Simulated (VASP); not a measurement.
# GaN in VASP: notebook

The runs below take GaN through single point, with PBE.

Everything below comes from runs of VASP 6.6.1. Logs are shortened: lines on timing, memory, paths and dates and some standing lists are left out, and cuts for length are marked.

### Step 1. The cell of the first run

The structure is cubic, space group F-43m (No. 216). Conventional cell: a = 4.507 Å, b = 4.507 Å, c = 4.507 Å, α = 90.00°, β = 90.00°, γ = 90.00°. Within 2.6 Å of Ga (site symmetry -43m) lie 4 N at 1.95 Å. N (site symmetry -43m) has 4 Ga at 1.95 Å within 2.6 Å.

### Step 2. Single point, PBE

INCAR

```
PREC = Accurate
ENCUT = 600
EDIFF = 1E-6
ISMEAR = -1
SIGMA = 0.02
LREAL = False
LASPH = True
NELM = 120
ALGO = Normal
ISIF = 2
LWAVE = False
LCHARG = True
GGA = PE
LELF = True
LVHAR = True
NBANDS = 16
GGA_COMPAT = False
```

KPOINTS

```
regular mesh
0
Gamma
  7 7 7
```

POSCAR

```
GaN
1.0
    0.0000000000      2.2535010000      2.2535010000
    2.2535010000      0.0000000000      2.2535010000
    2.2535010000      2.2535010000      0.0000000000
Ga N
1 1
Direct
    0.0000000000      0.0000000000      0.0000000000
    0.7500000000      0.7500000000      0.7500000000
```

Potentials or basis: VASP PAW PBE potentials, release 64 (Ga_d, N).

On the command line:

```
$ cat potpaw_PBE.64/Ga_d/POTCAR potpaw_PBE.64/N/POTCAR > POTCAR
$ mpirun -np 1 vasp_std > vasp.out
```

OUTCAR:

```text
PREC = Accurate
   ENCUT = 600
   EDIFF = 1E-6
   ISMEAR = -1
   LREAL = False
   LASPH = True
   NELM = 120
   ISIF = 2
   GGA = PE

 ion  position               nearest neighbor table
   1  0.000  0.000  0.000-   2 1.95   2 1.95   2 1.95   2 1.95
   2  0.750  0.750  0.750-   1 1.95   1 1.95   1 1.95   1 1.95

  LATTYP: Found a face centered cubic cell.
 ALAT       =     4.5070020000

  Lattice vectors:

 A1 = (   0.0000000000,   2.2535010000,   2.2535010000)
 A2 = (   2.2535010000,   0.0000000000,   2.2535010000)
 A3 = (   2.2535010000,   2.2535010000,   0.0000000000)

Analysis of symmetry for initial positions (statically):
[... 5 lines left out ...]
 face centered cubic supercell.

 Subroutine GETGRP returns: Found 24 space group operations
 (whereof 24 operations were pure point group operations)
 out of a pool of 48 trial point group operations.

The static configuration has the point symmetry T_d .

Analysis of symmetry for dynamics (positions and initial velocities):
[... 5 lines left out ...]
 face centered cubic supercell.

 Subroutine GETGRP returns: Found 24 space group operations
 (whereof 24 operations were pure point group operations)
 out of a pool of 48 trial point group operations.

The dynamic configuration has the point symmetry T_d .

 Subroutine INISYM returns: Found 24 space group operations
 (whereof 24 operations are pure point group operations),
 and found     1 'primitive' translations

----------------------------------------------------------------------------------------

                                     Primitive cell

  volume of cell :      22.8878

  direct lattice vectors                    reciprocal lattice vectors
     0.000000000  2.253501000  2.253501000    -0.221876982  0.221876982  0.221876982
     2.253501000  0.000000000  2.253501000     0.221876982 -0.221876982  0.221876982
     2.253501000  2.253501000  0.000000000     0.221876982  0.221876982 -0.221876982

  length of vectors
     3.186931677  3.186931677  3.186931677     0.384302205  0.384302205  0.384302205

  position of ions in fractional coordinates (direct lattice)
     0.000000000  0.000000000  0.000000000
     0.750000000  0.750000000  0.750000000

  ion indices of the primitive-cell ions
   primitive index   ion index
                 1           1
                 2           2

----------------------------------------------------------------------------------------

 KPOINTS: regular mesh

Automatic generation of k-mesh.
 Grid dimensions read from file:
 generate k-points for:    7    7    7

 Generating k-lattice:

  Cartesian coordinates                     Fractional coordinates (reciprocal lattice)
    -0.031696712  0.031696712  0.031696712     0.142857143  0.000000000  0.000000000
     0.031696712 -0.031696712  0.031696712     0.000000000  0.142857143  0.000000000
     0.031696712  0.031696712 -0.031696712     0.000000000  0.000000000  0.142857143

  Length of vectors
     0.054900315  0.054900315  0.054900315

  Shift w.r.t. Gamma in fractional coordinates (k-lattice)
     0.000000000  0.000000000  0.000000000

 Subroutine IBZKPT returns following result:
 ===========================================

 Found     20 irreducible k-points:

 Following reciprocal coordinates:
            Coordinates               Weight
  0.000000  0.000000  0.000000      1.000000
  0.142857  0.000000  0.000000      8.000000
  0.285714  0.000000  0.000000      8.000000
  0.428571  0.000000  0.000000      8.000000
  0.142857  0.142857  0.000000      6.000000
  0.285714  0.142857  0.000000     24.000000
[... 12 lines left out ...]
 -0.428571  0.428571  0.142857     24.000000
 -0.285714  0.428571  0.142857     24.000000
   k-points           NKPTS =     20   k-points in BZ     NKDIM =     20   number of bands    NBANDS=     16
   number of dos      NEDOS =    301   number of ions     NIONS =      2
   total plane-waves  NPLWV =  21952
   dimension x,y,z NGX =    28 NGY =   28 NGZ =   28
   dimension x,y,z NGXF=    56 NGYF=   56 NGZF=   56
   ions per type =               1   1
   NGX,Y,Z   is equivalent  to a cutoff of  14.61, 14.61, 14.61 a.u.
   NGXF,Y,Z  is equivalent  to a cutoff of  29.21, 29.21, 29.21 a.u.
 SYSTEM =  unknown system
   PREC   = accura    normal or accurate (medium, high low for compatibility)
   ISTART =      0    job   : 0-new  1-cont  2-samecut
   ICHARG =      2    charge: 1-file 2-atom 10-const
   ISPIN  =      1    spin polarized calculation?
   LNONCOLLINEAR =      F non collinear calculations
   LSORBIT =      F    spin-orbit coupling
   LASPH  =      T    aspherical Exc in radial PAW
   ENCUT  =  600.0 eV  44.10 Ry    6.64 a.u.   6.37  6.37  6.37*2*pi/ulx,y,z
   NELM   =    120;   NELMIN=  2; NELMDL= -5     # of ELM steps
   EDIFF  = 0.1E-05   stopping-criterion for ELM
   LREAL  =      F    real-space projection
   EDIFFG = 0.1E-04   stopping-criterion for IOM
   NSW    =      0    number of steps for IOM
   IBRION =     -1    ionic relax: 0-MD 1-quasi-New 2-CG
   NFREE  =      0    steps in history (QN), initial steepest desc. (CG)
   ISIF   =      2    stress and relaxation
   ISYM   =      2    0-nonsym 1-usesym 2-fastsym
   POTIM  = 0.5000    time-step for ionic-motion
   TEBEG  =    0.0;   TEEND  =   0.0 temperature during run
   PSTRESS=    0.0 pullay stress
   NELECT =      18.0000    total number of electrons
   NUPDOWN=      -1.0000    fix difference up-down
   EMIN   =  10.00;   EMAX   =-10.00  energy-range for DOS
   EFERMI =   0.00;   METHOD = LEGACY
   ISMEAR =    -1;   SIGMA  =   0.02  broadening in eV -4-tet -1-fermi 0-gaus
   EFERMI_NEDOS =   21; number of points for ismear=-14 and -15
   IALGO  =     38    algorithm
   IMIX   =      4    mixing-type and parameters
     AMIX     =   0.40;   BMIX     =  1.00
     AMIX_MAG =   1.60;   BMIX_MAG =  1.00
  volume/ion in A,a.u.               =      11.44        77.23
  Fermi-wavevector in a.u.,A,eV,Ry     =   1.511116  2.855596 31.068532  2.283473
  Thomas-Fermi vector in A             =   2.621216
   LORBIT       =      0    0 simple, 1 ext, 2 COOP (PROOUT), +10 PAW based schemes
   GGA     = PE    functional components
   LHFCALC =     F    Hartree Fock is set to
   AEXX    =    0.0000 exact exchange contribution
   IVDW    =     0    specifies the selected vdW correction
   LEPSILON=     F    determine dielectric tensor
   LRPA    =     F    only Hartree local field effects (RPA)
 non-spin polarized calculation
  energy-cutoff  :      600.00
  volume of cell :       22.89
 maximum number of plane-waves:       771
 NGX is ok and might be reduce to    28
   NGX = 13   NGY = 13   NGZ = 13

 number of electron      18.0000005 magnetization

 Free energy of the ion-electron system (eV)
  ---------------------------------------------------
  ext. energy  EPLUGINS =         0.00000000
  ---------------------------------------------------
  free energy    TOTEN  =       -12.14323904 eV

  energy without entropy =      -12.14323904  energy(sigma->0) =      -12.14323904

 E-fermi :   5.8019     XC(G=0): -11.6666

 val. band max:        5.2829213289   @ k =   0.0000   0.0000   0.0000
 cond. band min:       7.0066447045   @ k =   0.0000   0.0000   0.0000
 fundamental gap:      1.7237233755
 Fermi energy:         5.8018942082

 k-point     1 :       0.0000    0.0000    0.0000
  band No.  band energies     occupation
      1     -10.6518      2.00000
      2      -8.1608      2.00000
      3      -8.1608      2.00000
      4      -8.1608      2.00000
      5      -7.8412      2.00000
      6      -7.8411      2.00000
[... 8 lines left out ...]
     15      24.1370      0.00000
     16      24.1370      0.00000

 k-point     2 :       0.1429    0.0000    0.0000
  band No.  band energies     occupation
      1     -10.4365      2.00000
      2      -8.1348      2.00000
      3      -8.1348      2.00000
      4      -8.0731      2.00000
      5      -7.8428      2.00000
      6      -7.8428      2.00000
[... 8 lines left out ...]
     15      22.3693      0.00000
     16      22.3693      0.00000

 k-point     3 :       0.2857    0.0000    0.0000
  band No.  band energies     occupation
      1     -10.0071      2.00000
      2      -8.0907      2.00000
      3      -8.0907      2.00000
      4      -7.8305      2.00000
      5      -7.8305      2.00000
      6      -7.6362      2.00000
[... 8 lines left out ...]
     15      22.4083      0.00000
     16      22.4083      0.00000

 k-point     4 :       0.4286    0.0000    0.0000
  band No.  band energies     occupation
      1      -9.7690      2.00000
      2      -8.0743      2.00000
      3      -8.0743      2.00000
      4      -7.8000      2.00000
      5      -7.8000      2.00000
      6      -6.7950      2.00000
[... 8 lines left out ...]
     15      24.3663      0.00000
     16      24.3663      0.00000

 k-point     5 :       0.1429    0.1429    0.0000
  band No.  band energies     occupation
      1     -10.3669      2.00000
      2      -8.1094      2.00000
      3      -8.1094      2.00000
      4      -8.0817      2.00000
      5      -7.8553      2.00000
      6      -7.8267      2.00000
[... 8 lines left out ...]
     15      25.4380      0.00000
     16      25.5497      0.00000

 k-point     6 :       0.2857    0.1429    0.0000
  band No.  band energies     occupation
      1     -10.0175      2.00000
      2      -8.0802      2.00000
      3      -8.0570      2.00000
      4      -7.9288      2.00000
      5      -7.8107      2.00000
      6      -7.6865      2.00000
[... 8 lines left out ...]
     15      24.3596      0.00000
     16      24.7268      0.00000
[... 191 lines left out ...]
 k-point    17 :       0.4286    0.2857    0.1429
  band No.  band energies     occupation
      1      -9.7729      2.00000
      2      -8.0398      2.00000
      3      -8.0202      2.00000
      4      -7.9173      2.00000
      5      -7.8068      2.00000
      6      -7.1515      2.00000
[... 8 lines left out ...]
     15      24.9343      0.00000
     16      27.2002      0.00000

 k-point    18 :      -0.4286    0.2857    0.1429
  band No.  band energies     occupation
      1      -9.6412      2.00000
      2      -8.0470      2.00000
      3      -7.9873      2.00000
      4      -7.8761      2.00000
      5      -7.8097      2.00000
      6      -6.3677      2.00000
[... 8 lines left out ...]
     15      24.3081      0.00000
     16      27.1113      0.00000

 k-point    19 :      -0.4286    0.4286    0.1429
  band No.  band energies     occupation
      1      -9.5899      2.00000
      2      -8.0319      2.00000
      3      -7.9569      2.00000
      4      -7.8654      2.00000
      5      -7.7921      2.00000
      6      -6.1870      2.00000
[... 8 lines left out ...]
     15      26.4601      0.00000
     16      28.1415      0.00000

 k-point    20 :      -0.2857    0.4286    0.1429
  band No.  band energies     occupation
      1      -9.5806      2.00000
      2      -8.0297      2.00000
      3      -7.9668      2.00000
      4      -7.8526      2.00000
      5      -7.8223      2.00000
      6      -5.9596      2.00000
[... 8 lines left out ...]
     15      24.5903      0.00000
     16      28.6736      0.00000

------------------------ aborting loop because EDIFF is reached ----------------------------------------

  FORCE on cell =-STRESS in cart. coord.  units (eV):
  Direction    XX          YY          ZZ          XY          YZ          ZX
  --------------------------------------------------------------------------------------
  -------------------------------------------------------------------------------------
  Total        0.7037109      0.7037109      0.7037109      0.0000000      0.0000000      0.0000000
  in kB       49.2608183     49.2608183     49.2608183      0.0000000      0.0000000      0.0000000
  external PRESSURE =      49.2608183 kB  Pullay stress =       0.0000000 kB

 VOLUME and BASIS-vectors are now :
 -----------------------------------------------------------------------------
  energy-cutoff  :      600.00
  volume of cell :       22.89
      direct lattice vectors                 reciprocal lattice vectors
     0.000000000  2.253501000  2.253501000    -0.221876982  0.221876982  0.221876982
     2.253501000  0.000000000  2.253501000     0.221876982 -0.221876982  0.221876982
     2.253501000  2.253501000  0.000000000     0.221876982  0.221876982 -0.221876982

 POSITION                                       TOTAL-FORCE (eV/Angst)
 -----------------------------------------------------------------------------------
      0.00000      0.00000      0.00000         0.000000      0.000000      0.000000
      3.38025      3.38025      3.38025        -0.000000     -0.000000     -0.000000
 -----------------------------------------------------------------------------------
    total drift:                               -0.000000     -0.000000     -0.000000

  FREE ENERGIE OF THE ION-ELECTRON SYSTEM (eV)
  ---------------------------------------------------
  free  energy   TOTEN  =       -12.1432390356 eV

  energy  without entropy=      -12.1432390356  energy(sigma->0) =      -12.14323904
```

Wall time 15 s (1 thread of Intel Xeon 8259CL, shared host); peak memory 0.16 GiB.

What came out:

| Quantity | Value |
| --- | --- |
| Free energy | -12.1432 eV |
| Pressure | 4.9 GPa |
| Band gap on the k mesh | 1.72 eV, direct |

### Step 3. Single point, PBE

Edit INCAR of step 2 so:

```diff
@@ -11,6 +11,4 @@
 LWAVE = False
-LCHARG = True
+LCHARG = False
 GGA = PE
-LELF = True
-LVHAR = True
 NBANDS = 16
```

KPOINTS is that of step 2.

POSCAR

```
GaN
1.0
   -0.0225350100      2.2422334950      2.2422334950
    2.2422334950     -0.0225350100      2.2422334950
    2.2422334950      2.2422334950     -0.0225350100
Ga N
1 1
Direct
    0.0000000000      0.0000000000      0.0000000000
    0.7500000000      0.7500000000      0.7500000000
```

Potentials or basis: VASP PAW PBE potentials, release 64 (Ga_d, N).

On the command line:

```
$ cat potpaw_PBE.64/Ga_d/POTCAR potpaw_PBE.64/N/POTCAR > POTCAR
$ mpirun -np 1 vasp_std > vasp.out
```

Run time: 28 s. Hardware: 1 thread of Intel Xeon 8259CL, shared host; peak memory 0.17 GiB.

Results (log left out):

```
Free energy            : -12.1391 eV
Pressure               : 5.0 GPa
Largest force          : 0.157 eV/Å
Band gap on the k mesh : 1.68 eV, direct
```

Forces on the atoms (eV/Å):
```
Ga   0.091  0.091  0.091
N   -0.091 -0.091 -0.091
```

Stress tensor (GPa, compression positive):
```
5.00 1.95 1.95
1.95 5.00 1.95
1.95 1.95 5.00
```

Levels at points of the mesh, in eV from the valence-band top:
```
           k point  band 7  band 8  band 9  band 10  band 11  band 12
(0.00, 0.00, 0.00)   -0.06   -0.06    0.00     1.68    10.14    10.14
```
